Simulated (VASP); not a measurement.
Here is a VASP 6.6.1 calculation.

POSCAR

```
Zn
1.0
    0.0000000000      2.0032580661      2.0032580661
    2.0032580661      0.0000000000      2.0032580661
    2.0032580661      2.0032580661      0.0000000000
Zn
1
Direct
    0.0000000000      0.0000000000      0.0000000000
```

File INCAR.step1:

```
ALGO = Normal
EDIFF = 1E-4
ENCUT = 520
GGA = PE
ISMEAR = -1
LASPH = T
LCHARG = F
LREAL = F
LWAVE = T
NBANDS = 12
NELM = 60
PREC = Accurate
SIGMA = 0.1
```

INCAR.step2

```
ALGO = Normal
EDIFF = 1E-6
ENCUT = 520
ISIF = 2
ISMEAR = -1
ISTART = 1
LASPH = T
LCHARG = F
LMIXTAU = T
LREAL = F
LWAVE = F
METAGGA = R2SCAN
NBANDS = 12
NELM = 60
PREC = Accurate
SIGMA = 0.1
```

The input KPOINTS:

```
k-points
0
Gamma
  16 16 16
```

Potentials or basis: VASP PAW PBE potentials, release 64 (Zn).

Run with:

```sh
$ cat potpaw_PBE.64/Zn/POTCAR > POTCAR
$ cp INCAR.step1 INCAR
$ mpirun -np 1 vasp_std > vasp.out
$ cp INCAR.step2 INCAR
$ mpirun -np 1 vasp_std > vasp.out
```

(1) Predict the pressure.

(2) Predict the band gap on the k mesh.

## Answers

(1) -7.2 GPa.

(2) zero (bands 6 and 7 overlap by 3.72 eV).

Caveat: the cell stands under tension; the PAW data sets were made with another functional, which shifts forces and pressure a little.
